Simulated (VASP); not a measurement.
# Sc (P6/mmm) in VASP: notebook

Runs on Sc. Level: PBE. Tasks: relaxation of shape and atoms at fixed volume, relaxation of cell and atoms.

Everything below comes from runs of VASP 6.6.1. Logs are shortened: lines on timing, memory, paths and dates and some standing lists are left out, and cuts for length are marked.

## 1. The cell of the first run

It takes space group P6/mmm (No. 191, hexagonal). Conventional cell: a = 4.834 Å, b = 4.834 Å, c = 3.050 Å, α = 90.00°, β = 90.00°, γ = 120.00°. Within 4.0 Å of Sc (site symmetry 6/mmm) lie 14 Sc at 3.05 to 3.18 Å. Within 3.7 Å of Sc (site symmetry -6m2) lie 11 Sc at 2.79 to 3.18 Å.

This isn't the form of Sc at room conditions, which is hcp.

## 2. Relaxation of shape and atoms at fixed volume, PBE

INCAR reads:

```
SYSTEM = Sc
PREC     = Accurate       ! precision mode
ENCUT    = 600            ! plane-wave cutoff, eV
EDIFF    = 1E-6           ! SCF threshold, eV
ISMEAR   = -1             ! smearing method
SIGMA    = 0.05           ! smearing width, eV
LREAL    = .False.        ! projectors in reciprocal space
LASPH    = .True.         ! aspherical terms in the spheres
NELM     = 80             ! most SCF steps
ALGO     = Normal         ! electronic algorithm
ISIF     = 4              ! what is computed and relaxed
LWAVE    = .False.        ! write WAVECAR
LCHARG   = .False.        ! write CHGCAR
GGA      = PE             ! functional
IBRION   = 2              ! ionic algorithm
NSW      = 50             ! ionic steps
EDIFFG   = -0.005         ! ionic threshold
```

KPOINTS reads:

```
Automatic mesh
0
Gamma
  8 8 11
  0 0 0
```

POSCAR reads:

```
Sc
1.0
    4.8335062388      0.0000000000      0.0000000000
   -2.4167531194      4.1859391921      0.0000000000
    0.0000000000      0.0000000000      3.0497684565
Sc
3
Direct
    0.0000000000      0.0000000000      0.0000000000
    0.3333333333      0.6666666667      0.5000000000
    0.6666666667      0.3333333333      0.5000000000
```

Potentials or basis: VASP PAW PBE potentials, release 64 (Sc_sv).

Launch:

```console
> cat potpaw_PBE.64/Sc_sv/POTCAR > POTCAR
> mpirun -np 1 vasp_std > vasp.out
```

OUTCAR:

```text
SYSTEM = Sc
   PREC = Accurate
   ENCUT = 600
   EDIFF = 1E-6
   ISMEAR = -1
   LREAL = .False.
   LASPH = .True.
   NELM = 80
   ISIF = 4
   GGA = PE
   IBRION = 2
   NSW = 50
   EDIFFG = -0.005

 ion  position               nearest neighbor table
   1  0.000  0.000  0.000-   2 3.18   3 3.18   2 3.18   3 3.18   2 3.18   2 3.18   3 3.18   3 3.18
                             3 3.18   3 3.18   2 3.18   2 3.18
   2  0.333  0.667  0.500-   3 2.79   3 2.79   3 2.79   1 3.18   1 3.18   1 3.18   1 3.18   1 3.18
                             1 3.18
   3  0.667  0.333  0.500-   2 2.79   2 2.79   2 2.79   1 3.18   1 3.18   1 3.18   1 3.18   1 3.18
                             1 3.18

  LATTYP: Found a hexagonal cell.
 ALAT       =     4.8335062388
 C/A-ratio  =     0.6309640054

  Lattice vectors:

 A1 = (   4.8335062388,   0.0000000000,   0.0000000000)
 A2 = (  -2.4167531194,   4.1859391921,   0.0000000000)
 A3 = (   0.0000000000,   0.0000000000,   3.0497684565)

Analysis of symmetry for initial positions (statically):
=====================================================================
 Subroutine PRICEL returns:
 Original cell was already a primitive cell.

 Routine SETGRP: Setting up the symmetry group for a
 hexagonal supercell.

 Subroutine GETGRP returns: Found 24 space group operations
 (whereof 24 operations were pure point group operations)
 out of a pool of 24 trial point group operations.

The static configuration has the point symmetry D_6h.

Analysis of symmetry for dynamics (positions and initial velocities):
=====================================================================
 Subroutine PRICEL returns:
 Original cell was already a primitive cell.

 Routine SETGRP: Setting up the symmetry group for a
 hexagonal supercell.

 Subroutine GETGRP returns: Found 24 space group operations
 (whereof 24 operations were pure point group operations)
 out of a pool of 24 trial point group operations.

The dynamic configuration has the point symmetry D_6h.

 Subroutine INISYM returns: Found 24 space group operations
 (whereof 24 operations are pure point group operations),
 and found     1 'primitive' translations

----------------------------------------------------------------------------------------

                                     Primitive cell

  volume of cell :      61.7052

  direct lattice vectors                    reciprocal lattice vectors
[... 98 lines left out ...]
   TEBEG  =    0.0;   TEEND  =   0.0 temperature during run
   PSTRESS=    0.0 pullay stress
   NELECT =      33.0000    total number of electrons
   NUPDOWN=      -1.0000    fix difference up-down
   EMIN   =  10.00;   EMAX   =-10.00  energy-range for DOS
   EFERMI =   0.00;   METHOD = LEGACY
   ISMEAR =    -1;   SIGMA  =   0.05  broadening in eV -4-tet -1-fermi 0-gaus
   EFERMI_NEDOS =   21; number of points for ismear=-14 and -15
   IALGO  =     38    algorithm
   IMIX   =      4    mixing-type and parameters
     AMIX     =   0.40;   BMIX     =  1.00
     AMIX_MAG =   1.60;   BMIX_MAG =  1.00
  volume/ion in A,a.u.               =      20.57       138.80
  Fermi-wavevector in a.u.,A,eV,Ry     =   1.328838  2.511140 24.025319  1.765811
  Thomas-Fermi vector in A             =   2.458046
   LORBIT       =      0    0 simple, 1 ext, 2 COOP (PROOUT), +10 PAW based schemes
   GGA     = PE    functional components
   LHFCALC =     F    Hartree Fock is set to
   AEXX    =    0.0000 exact exchange contribution
   IVDW    =     0    specifies the selected vdW correction
   LEPSILON=     F    determine dielectric tensor
   LRPA    =     F    only Hartree local field effects (RPA)
 conjugate gradient relaxation of ions
 non-spin polarized calculation
  energy-cutoff  :      600.00
  volume of cell :       61.71
 maximum number of plane-waves:      2089
 NGX is ok and might be reduce to    40
   NGX = 19   NGY = 19   NGZ = 13

--------------------------------------- Ionic step        1  -------------------------------------------

 number of electron      33.0000002 magnetization

 Free energy of the ion-electron system (eV)
  ---------------------------------------------------
  ext. energy  EPLUGINS =         0.00000000
  ---------------------------------------------------
  free energy    TOTEN  =       -18.18790372 eV

  energy without entropy =      -18.14249795  energy(sigma->0) =      -18.16520083

------------------------ aborting loop because EDIFF is reached ----------------------------------------

  FORCE on cell =-STRESS in cart. coord.  units (eV):
  Direction    XX          YY          ZZ          XY          YZ          ZX
  --------------------------------------------------------------------------------------
  -------------------------------------------------------------------------------------
  Total        4.8127519      4.8127519      4.7280671      0.0000000     -0.0000000     -0.0000000
  in kB      124.9631561    124.9631561    122.7643166      0.0000000     -0.0000000     -0.0000000
  external PRESSURE =     124.2302096 kB  Pullay stress =       0.0000000 kB
[... 61 lines left out ...]
--------------------------------------- Ionic step        3  -------------------------------------------

 number of electron      33.0000003 magnetization

 Free energy of the ion-electron system (eV)
  ---------------------------------------------------
  ext. energy  EPLUGINS =         0.00000000
  ---------------------------------------------------
  free energy    TOTEN  =       -18.18796851 eV

  energy without entropy =      -18.14237896  energy(sigma->0) =      -18.16517374

 E-fermi :   4.7353     XC(G=0): -10.6240

 val. band max:        4.7230012061   @ k =   0.0000   0.0000   0.0909
 cond. band min:       4.7391485026   @ k =   0.2500   0.1250   0.3636
 fundamental gap:      0.0161472966
 Fermi energy:         4.7352895232

 k-point     1 :       0.0000    0.0000    0.0000
  band No.  band energies     occupation
      1     -44.2311      2.00000
      2     -44.0556      2.00000
      3     -44.0258      2.00000
      4     -23.1099      2.00000
      5     -23.1099      2.00000
      6     -22.8785      2.00000
[... 541 lines left out ...]
     19       5.9978      0.00000
     20       6.2451      0.00000

 [... further k-points ...]

------------------------ aborting loop because EDIFF is reached ----------------------------------------

  FORCE on cell =-STRESS in cart. coord.  units (eV):
  Direction    XX          YY          ZZ          XY          YZ          ZX
  --------------------------------------------------------------------------------------
  -------------------------------------------------------------------------------------
  Total        4.7790502      4.7790502      4.7861695     -0.0000000     -0.0000000      0.0000000
  in kB      124.0880920    124.0880920    124.2729438     -0.0000000     -0.0000000      0.0000000
  external PRESSURE =     124.1497093 kB  Pullay stress =       0.0000000 kB
[... 18 lines left out ...]
  FREE ENERGIE OF THE ION-ELECTRON SYSTEM (eV)
  ---------------------------------------------------
  free  energy   TOTEN  =       -18.1879685116 eV

  energy  without entropy=      -18.1423789593  energy(sigma->0) =      -18.16517374

 reached required accuracy - stopping structural energy minimisation
```

It took 3.8 min on 1 thread of Oxide Virtual Turin-like, shared host; peak memory 0.2 GiB.

Results:

* Free energy: -18.1880 eV
* Energy gained by relaxing: 0.0 meV/atom
* Ionic steps: 3
* Pressure after relaxing: 12.4 GPa
* Band gap on the k mesh: zero (an odd number of electrons rules out a gap without spin polarisation)

Final structure:
```cif
data_structure
_symmetry_space_group_name_H-M 'P 1'
_symmetry_Int_Tables_number 1
_cell_length_a 4.8382
_cell_length_b 4.8382
_cell_length_c 3.0439
_cell_angle_alpha 90.000
_cell_angle_beta 90.000
_cell_angle_gamma 120.000
_cell_volume 61.71
loop_
_atom_site_label
_atom_site_type_symbol
_atom_site_fract_x
_atom_site_fract_y
_atom_site_fract_z
_atom_site_occupancy
Sc1 Sc 0.00000 0.00000 0.00000 1
Sc2 Sc 0.33333 0.66667 0.50000 1
Sc3 Sc 0.66667 0.33333 0.50000 1
```

Levels at points of the mesh, in eV from the Fermi level:
```tsv
k point	band 12	band 13	band 14	band 15	band 16	band 17	band 18	band 19	band 20
(0.00, 0.00, 0.00)	-27.17	-5.32	-1.03	0.05	0.05	0.10	0.10	0.88	1.89
(0.50, 0.00, 0.00)	-27.22	-3.07	-2.96	-1.81	0.47	0.64	0.68	1.11	1.28
```

## 3. Relaxation of shape and atoms at fixed volume, PBE

This run uses another cell than the first one, of 22.53 Å³/atom.

INCAR reads:

```
PREC = Accurate
ENCUT = 600
EDIFF = 1E-6
ISMEAR = -1
SIGMA = 0.05
LREAL = False
LASPH = True
NELM = 80
ALGO = Normal
ISIF = 4
LWAVE = False
LCHARG = False
GGA = PE
IBRION = 2
NSW = 50
EDIFFG = -0.005
```

KPOINTS reads:

```
regular mesh
0
Gamma
  8 8 11
```

POSCAR reads:

```
Sc
1.0
    4.9823220613      0.0000000000      0.0000000000
   -2.4911610306      4.3148174749      0.0000000000
    0.0000000000      0.0000000000      3.1436658839
Sc
3
Direct
    0.0000000000      0.0000000000      0.0000000000
    0.3333333333      0.6666666667      0.5000000000
    0.6666666667      0.3333333333      0.5000000000
```

Potentials or basis: VASP PAW PBE potentials, release 64 (Sc_sv).

Launch:

```console
> cat potpaw_PBE.64/Sc_sv/POTCAR > POTCAR
> mpirun -np 1 vasp_std > vasp.out
```

Run time: 2.2 min. Hardware: 1 thread of Oxide Virtual Turin-like, shared host; peak memory 0.21 GiB.

The run converged. Its results:

* Free energy: -18.5038 eV
* Pressure after relaxing: 5.2 GPa
* Band gap on the k mesh: zero (an odd number of electrons rules out a gap without spin polarisation)

Final structure:
```cif
data_structure
_symmetry_space_group_name_H-M 'P 1'
_symmetry_Int_Tables_number 1
_cell_length_a 4.9823
_cell_length_b 4.9823
_cell_length_c 3.1437
_cell_angle_alpha 90.000
_cell_angle_beta 90.000
_cell_angle_gamma 120.000
_cell_volume 67.58
loop_
_atom_site_label
_atom_site_type_symbol
_atom_site_fract_x
_atom_site_fract_y
_atom_site_fract_z
_atom_site_occupancy
Sc1 Sc 0.00000 0.00000 0.00000 1
Sc2 Sc 0.33333 0.66667 0.50000 1
Sc3 Sc 0.66667 0.33333 0.50000 1
```

Levels at points of the mesh, in eV from the Fermi level:
| k point | band 13 | band 14 | band 15 | band 16 | band 17 | band 18 | band 19 | band 20 |
| --- | --- | --- | --- | --- | --- | --- | --- | --- |
| (0.00, 0.00, 0.00) | -5.20 | -0.87 | 0.01 | 0.01 | 0.04 | 0.04 | 0.81 | 1.77 |
| (0.50, 0.00, 0.00) | -3.07 | -3.00 | -1.67 | 0.48 | 0.64 | 0.69 | 0.99 | 1.07 |

Caveat: the relaxation stopped at its first step, so nothing moved.

## 4. Relaxation of cell and atoms, PBE

This run uses another cell than the first one, of 24.73 Å³/atom.

INCAR reads:

```
SYSTEM = Sc
  ALGO = Normal
  EDIFF = 1E-6
  EDIFFG = -0.005
  ENCUT = 600
  GGA = PE
  IBRION = 2
  ISIF = 3
  ISMEAR = -1
  LASPH = .True.
  LCHARG = .False.
  LREAL = .False.
  LWAVE = .False.
  NELM = 80
  NSW = 60
  PREC = Accurate
  SIGMA = 0.05
```

KPOINTS reads:

```
k-points
0
Gamma
  8 8 11
  0 0 0
```

POSCAR reads:

```
Sc
1.0
    5.1700859530      0.0000000000      0.0000000000
   -2.5850429765      4.4774257750      0.0000000000
    0.0000000000      0.0000000000      3.2054532908
Sc
3
Direct
    0.0000000000      0.0000000000      0.0000000000
    0.3333333333      0.6666666667      0.5000000000
    0.6666666667      0.3333333333      0.5000000000
```

Launch:

```console
> cat potpaw_PBE.64/Sc_sv/POTCAR > POTCAR
> mpirun -np 1 vasp_std > vasp.out
```

Run time: 10 min. Hardware: 1 thread of Oxide Virtual Turin-like, shared host; peak memory 0.24 GiB.

Results (log left out):

```
Free energy                           : -18.5952 eV
Relaxed volume                        : 24.52 Å³/atom
Relaxed cell                          : a = 5.126 Å, b = 5.126 Å, c = 3.234 Å, α = 90.00°, β = 90.00°, γ = 120.00°
Space group after relaxing (to 0.1 Å) : P6/mmm (No. 191)
Energy gained by relaxing             : 1.6 meV/atom
Ionic steps                           : 4
Pressure after relaxing               : 0.0 GPa
Band gap on the k mesh                : zero (an odd number of electrons rules out a gap without spin polarisation)
```

Step by step:
```
step  energy change (eV)  largest force (eV/Å)  pressure (GPa)  volume (Å³)
   1              0.0000                0.0000           -0.45        74.20
   2             -0.0044                0.0000            0.07        73.46
   3             -0.0046                0.0000            0.22        73.27
   4             -0.0049                0.0000           -0.01        73.57
```

Final structure:
```yaml
crystal:
  lattice:
    - [5.12557, 0.00000, 0.00000]
    - [-2.56278, 4.43887, 0.00000]
    - [0.00000, 0.00000, 3.23350]
  atoms:
    - { symbol: Sc, position: [0.00000, 0.00000, 0.00000] }
    - { symbol: Sc, position: [0.33333, 0.66667, 0.50000] }
    - { symbol: Sc, position: [0.66667, 0.33333, 0.50000] }
```

Levels at points of the mesh, in eV from the Fermi level:
```tsv
k point	band 13	band 14	band 15	band 16	band 17	band 18	band 19	band 20
(0.00, 0.00, 0.00)	-5.07	-0.75	-0.03	-0.03	-0.01	-0.01	0.72	1.63
(0.50, 0.00, 0.00)	-3.05	-3.00	-1.57	0.47	0.62	0.67	0.75	1.02
```

## 5. The runs side by side

| task | cell | gap on the mesh (eV) | pressure (GPa) |
| --- | --- | --- | --- |
| relaxation of shape and atoms at fixed volume | relaxed from a = 4.834, b = 4.834, c = 3.050 Å, angles 90.0, 90.0, 120.0°, 3 atoms | none | 12.4 |
| relaxation of shape and atoms at fixed volume | relaxed from a = 4.982, b = 4.982, c = 3.144 Å, angles 90.0, 90.0, 120.0°, 3 atoms | none | 5.2 |
| relaxation of cell and atoms | relaxed from a = 5.170, b = 5.170, c = 3.205 Å, angles 90.0, 90.0, 120.0°, 3 atoms | none | 0.0 |

Alike in all rows: level PBE; potentials or basis VASP PAW PBE potentials, release 64 (Sc_sv); no spin polarisation; k mesh 8 × 8 × 11; cutoff (eV) 600; smearing fermi-dirac 0.05 eV.

Caveats: the relaxation stopped at its first step, so nothing moved (at least some runs).

Total energies depend on the potentials used, so only differences within one code and one set of settings carry meaning.
